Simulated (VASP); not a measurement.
# Zn2Pb3 (P4/mmm) in VASP: further runs, part 2 of 2

VASP 6.6.1. The steps go on from the part before.

## 3. Relaxation of cell and atoms, PBE

This run uses another cell than the first one, of 29.77 Å³/atom.

INCAR

```
SYSTEM = Zn2Pb3
PREC     = Accurate       ! precision mode
ENCUT    = 600            ! plane-wave cutoff, eV
EDIFF    = 1E-6           ! SCF threshold, eV
ISMEAR   = 0              ! smearing method
SIGMA    = 0.2            ! smearing width, eV
LREAL    = .False.        ! projectors in reciprocal space
LASPH    = .True.         ! aspherical terms in the spheres
NELM     = 100            ! most SCF steps
ALGO     = Normal         ! electronic algorithm
ISIF     = 3              ! what is computed and relaxed
LWAVE    = .False.        ! write WAVECAR
LCHARG   = .False.        ! write CHGCAR
GGA      = PE             ! functional
IBRION   = 2              ! ionic algorithm
NSW      = 36             ! ionic steps
EDIFFG   = -0.08          ! ionic threshold
```

KPOINTS

```
regular mesh
0
Gamma
  3 3 4
  0 0 0
```

POSCAR

```
Zn2Pb3
1.0
    5.6807605900      0.0000000000      0.0000000000
    0.0000000000      5.6807605900      0.0000000000
    0.0000000000      0.0000000000      4.6119241200
Zn Pb
2 3
Direct
    0.0000000000      0.0000000000      0.0000000000
    0.5000000000      0.5000000000      0.5000000000
    0.0000000000      0.5000000000      0.0000000000
    0.5000000000      0.0000000000      0.0000000000
    0.5000000000      0.5000000000      0.0000000000
```

Potentials or basis: VASP PAW PBE potentials, release 64 (Zn, Pb_d).

On the command line:

```sh
cat potpaw_PBE.64/Zn/POTCAR potpaw_PBE.64/Pb_d/POTCAR > POTCAR
mpirun -np 1 vasp_std > vasp.out
```

OUTCAR:

```text
SYSTEM = Zn2Pb3
   PREC = Accurate
   ENCUT = 600
   EDIFF = 1E-6
   ISMEAR = 0
   LREAL = .False.
   LASPH = .True.
   NELM = 100
   ISIF = 3
   GGA = PE
   IBRION = 2
   NSW = 36
   EDIFFG = -0.08

 ion  position               nearest neighbor table
   1  0.000  0.000  0.000-   3 2.84   4 2.84   3 2.84   4 2.84
   2  0.500  0.500  0.500-   5 2.31   5 2.31
   3  0.000  0.500  0.000-   1 2.84   5 2.84   1 2.84   5 2.84   4 4.02   4 4.02   4 4.02   4 4.02

   4  0.500  0.000  0.000-   1 2.84   5 2.84   5 2.84   1 2.84   3 4.02   3 4.02   3 4.02   3 4.02

   5  0.500  0.500  0.000-   2 2.31   2 2.31   4 2.84   3 2.84   4 2.84   3 2.84

  LATTYP: Found a simple tetragonal cell.
 ALAT       =     5.6807605900
 C/A-ratio  =     0.8118497597

  Lattice vectors:

 A1 = (   5.6807605900,   0.0000000000,   0.0000000000)
 A2 = (   0.0000000000,   5.6807605900,   0.0000000000)
 A3 = (   0.0000000000,   0.0000000000,   4.6119241200)

Analysis of symmetry for initial positions (statically):
=====================================================================
 Subroutine PRICEL returns:
 Original cell was already a primitive cell.

 Routine SETGRP: Setting up the symmetry group for a
 simple tetragonal supercell.

 Subroutine GETGRP returns: Found 16 space group operations
 (whereof 16 operations were pure point group operations)
 out of a pool of 16 trial point group operations.

The static configuration has the point symmetry D_4h.

Analysis of symmetry for dynamics (positions and initial velocities):
=====================================================================
 Subroutine PRICEL returns:
 Original cell was already a primitive cell.

 Routine SETGRP: Setting up the symmetry group for a
 simple tetragonal supercell.

 Subroutine GETGRP returns: Found 16 space group operations
 (whereof 16 operations were pure point group operations)
 out of a pool of 16 trial point group operations.

The dynamic configuration has the point symmetry D_4h.

 Subroutine INISYM returns: Found 16 space group operations
 (whereof 16 operations are pure point group operations),
 and found     1 'primitive' translations

----------------------------------------------------------------------------------------

                                     Primitive cell

  volume of cell :     148.8316

  direct lattice vectors                    reciprocal lattice vectors
     5.680760590  0.000000000  0.000000000     0.176032766  0.000000000  0.000000000
     0.000000000  5.680760590  0.000000000     0.000000000  0.176032766  0.000000000
     0.000000000  0.000000000  4.611924120     0.000000000  0.000000000  0.216829240

  length of vectors
     5.680760590  5.680760590  4.611924120     0.176032766  0.176032766  0.216829240

  position of ions in fractional coordinates (direct lattice)
     0.000000000  0.000000000  0.000000000
     0.500000000  0.500000000  0.500000000
     0.000000000  0.500000000  0.000000000
     0.500000000  0.000000000  0.000000000
     0.500000000  0.500000000  0.000000000

  ion indices of the primitive-cell ions
   primitive index   ion index
                 1           1
                 2           2
                 3           3
                 4           4
                 5           5

----------------------------------------------------------------------------------------

 KPOINTS: regular mesh

Automatic generation of k-mesh.
 Grid dimensions read from file:
 generate k-points for:    3    3    4

 Generating k-lattice:

  Cartesian coordinates                     Fractional coordinates (reciprocal lattice)
     0.058677589  0.000000000  0.000000000     0.333333333  0.000000000  0.000000000
     0.000000000  0.058677589  0.000000000     0.000000000  0.333333333  0.000000000
     0.000000000  0.000000000  0.054207310     0.000000000  0.000000000  0.250000000

  Length of vectors
     0.058677589  0.058677589  0.054207310

  Shift w.r.t. Gamma in fractional coordinates (k-lattice)
     0.000000000  0.000000000  0.000000000

 Subroutine IBZKPT returns following result:
 ===========================================

 Found      9 irreducible k-points:

 Following reciprocal coordinates:
            Coordinates               Weight
  0.000000  0.000000  0.000000      1.000000
  0.333333  0.000000  0.000000      4.000000
  0.333333  0.333333  0.000000      4.000000
  0.000000  0.000000  0.250000      2.000000
  0.333333  0.000000  0.250000      8.000000
  0.333333  0.333333  0.250000      8.000000
  0.000000  0.000000  0.500000      1.000000
  0.333333  0.000000  0.500000      4.000000
  0.333333  0.333333  0.500000      4.000000
   k-points           NKPTS =      9   k-points in BZ     NKDIM =      9   number of bands    NBANDS=     39
   number of dos      NEDOS =    301   number of ions     NIONS =      5
   total plane-waves  NPLWV =  92160
   dimension x,y,z NGX =    48 NGY =   48 NGZ =   40
   dimension x,y,z NGXF=    96 NGYF=   96 NGZF=   80
   ions per type =               2   3
   NGX,Y,Z   is equivalent  to a cutoff of  14.05, 14.05, 14.42 a.u.
   NGXF,Y,Z  is equivalent  to a cutoff of  28.09, 28.09, 28.84 a.u.
 SYSTEM =  Zn2Pb3
   PREC   = accura    normal or accurate (medium, high low for compatibility)
   ISTART =      0    job   : 0-new  1-cont  2-samecut
   ICHARG =      2    charge: 1-file 2-atom 10-const
   ISPIN  =      1    spin polarized calculation?
   LNONCOLLINEAR =      F non collinear calculations
   LSORBIT =      F    spin-orbit coupling
   LASPH  =      T    aspherical Exc in radial PAW
   ENCUT  =  600.0 eV  44.10 Ry    6.64 a.u.  11.35 11.35  9.21*2*pi/ulx,y,z
   NELM   =    100;   NELMIN=  2; NELMDL= -5     # of ELM steps
   EDIFF  = 0.1E-05   stopping-criterion for ELM
   LREAL  =      F    real-space projection
   EDIFFG = -.8E-01   stopping-criterion for IOM
   NSW    =     36    number of steps for IOM
   IBRION =      2    ionic relax: 0-MD 1-quasi-New 2-CG
   NFREE  =      1    steps in history (QN), initial steepest desc. (CG)
   ISIF   =      3    stress and relaxation
   ISYM   =      2    0-nonsym 1-usesym 2-fastsym
   POTIM  = 0.5000    time-step for ionic-motion
   TEBEG  =    0.0;   TEEND  =   0.0 temperature during run
   PSTRESS=    0.0 pullay stress
   NELECT =      66.0000    total number of electrons
   NUPDOWN=      -1.0000    fix difference up-down
   EMIN   =  10.00;   EMAX   =-10.00  energy-range for DOS
   EFERMI =   0.00;   METHOD = LEGACY
   ISMEAR =     0;   SIGMA  =   0.20  broadening in eV -4-tet -1-fermi 0-gaus
   EFERMI_NEDOS =   21; number of points for ismear=-14 and -15
   IALGO  =     38    algorithm
   IMIX   =      4    mixing-type and parameters
     AMIX     =   0.40;   BMIX     =  1.00
     AMIX_MAG =   1.60;   BMIX_MAG =  1.00
  volume/ion in A,a.u.               =      29.77       200.87
  Fermi-wavevector in a.u.,A,eV,Ry     =   1.248412  2.359156 21.205106  1.558531
  Thomas-Fermi vector in A             =   2.382499
   LORBIT       =      0    0 simple, 1 ext, 2 COOP (PROOUT), +10 PAW based schemes
   GGA     = PE    functional components
   LHFCALC =     F    Hartree Fock is set to
   AEXX    =    0.0000 exact exchange contribution
   IVDW    =     0    specifies the selected vdW correction
   LEPSILON=     F    determine dielectric tensor
   LRPA    =     F    only Hartree local field effects (RPA)
 conjugate gradient relaxation of ions
 non-spin polarized calculation
 Gauss-broadening in eV      SIGMA  =   0.20
  energy-cutoff  :      600.00
  volume of cell :      148.83
 maximum number of plane-waves:      5015
 NGX is ok and might be reduce to    48
   NGX = 23   NGY = 23   NGZ = 19

--------------------------------------- Ionic step        1  -------------------------------------------

 number of electron      66.0000013 magnetization

 Free energy of the ion-electron system (eV)
  ---------------------------------------------------
  ext. energy  EPLUGINS =         0.00000000
  ---------------------------------------------------
  free energy    TOTEN  =        -7.80847763 eV

  energy without entropy =       -7.71970574  energy(sigma->0) =       -7.76409168

------------------------ aborting loop because EDIFF is reached ----------------------------------------

  FORCE on cell =-STRESS in cart. coord.  units (eV):
  Direction    XX          YY          ZZ          XY          YZ          ZX
  --------------------------------------------------------------------------------------
  -------------------------------------------------------------------------------------
  Total       12.6526978     12.6526978     11.9629700      0.0000000      0.0000000      0.0000000
  in kB      136.2067375    136.2067375    128.7817937      0.0000000      0.0000000      0.0000000
  external PRESSURE =     133.7317562 kB  Pullay stress =       0.0000000 kB
[... 180 lines left out ...]
  energy  without entropy=       -9.6064534594  energy(sigma->0) =       -9.65675799

--------------------------------------- Ionic step        6  -------------------------------------------

 number of electron      66.0000037 magnetization

 Free energy of the ion-electron system (eV)
  ---------------------------------------------------
  ext. energy  EPLUGINS =         0.00000000
  ---------------------------------------------------
  free energy    TOTEN  =        -9.71445133 eV

  energy without entropy =       -9.61106968  energy(sigma->0) =       -9.66276050

 E-fermi :   1.6400     XC(G=0):  -7.6312

 val. band max:        1.6303424068   @ k =   0.3333   0.0000   0.2500
 cond. band min:       1.7023992594   @ k =   0.0000   0.0000   0.5000
 fundamental gap:      0.0720568525
 Fermi energy:         1.6399582117

 k-point     1 :       0.0000    0.0000    0.0000
  band No.  band energies     occupation
      1     -15.4292      2.00000
      2     -15.3757      2.00000
      3     -15.2817      2.00000
      4     -15.2817      2.00000
      5     -15.2695      2.00000
      6     -15.2690      2.00000
[... 399 lines left out ...]
  FREE ENERGIE OF THE ION-ELECTRON SYSTEM (eV)
  ---------------------------------------------------
  free  energy   TOTEN  =        -9.7144513273 eV

  energy  without entropy=       -9.6110696812  energy(sigma->0) =       -9.66276050

 reached required accuracy - stopping structural energy minimisation
```

Run time: 2.6 min. Hardware: 1 thread of Intel Xeon 6975P-C (Granite Rapids), shared host; peak memory 0.32 GiB.

What came out:

| Property | Result |
| --- | --- |
| Free energy | -9.7145 eV |
| Relaxed volume | 42.75 Å³/atom |
| Relaxed cell | a = 6.305 Å, b = 6.305 Å, c = 5.377 Å, α = 90.00°, β = 90.00°, γ = 90.00° |
| Space group after relaxing (to 0.1 Å) | P4/mmm (No. 123) |
| Energy gained by relaxing | 381.2 meV/atom |
| Ionic steps | 6 |
| Pressure after relaxing | -0.1 GPa |
| Band gap on the k mesh | zero (bands 33 and 34 overlap by 0.66 eV) |

Stress tensor (GPa, compression positive):
```
-0.13  0.00  0.00
 0.00 -0.13  0.00
 0.00  0.00 -0.04
```

Step by step:
| step | energy change (eV) | largest force (eV/Å) | pressure (GPa) | volume (Å³) |
| --- | --- | --- | --- | --- |
| 1 | 0.0000 | 0.0000 | 13.37 | 148.83 |
| 2 | -1.8284 | 0.0000 | 0.21 | 209.02 |
| 3 | -1.8289 | 0.0000 | -0.07 | 212.38 |
| 4 | -1.8294 | 0.0000 | 0.02 | 210.96 |
| 5 | -1.8986 | 0.0000 | -0.06 | 212.95 |
| 6 | -1.9060 | 0.0000 | -0.10 | 213.76 |

Final structure:
```xyz
5
Lattice="6.3052 0.0000 0.0000 0.0000 6.3052 0.0000 0.0000 0.0000 5.3768" Properties=species:S:1:pos:R:3 pbc="T T T"
Zn    0.0000    0.0000    0.0000
Zn    3.1526    3.1526    2.6884
Pb    0.0000    3.1526    0.0000
Pb    3.1526    0.0000    0.0000
Pb    3.1526    3.1526    0.0000
```

Caveat: the k points lie up to 0.33 Å⁻¹ apart in the final cell, too coarse for converged energies and pressures of a metal; the volume moved by over 15 % at a fixed basis, so the end points are rough; spin-orbit coupling is left out, which moves the levels of the heavy elements.

The gap in the log of VASP goes by the Fermi energy; the results here count the filled bands.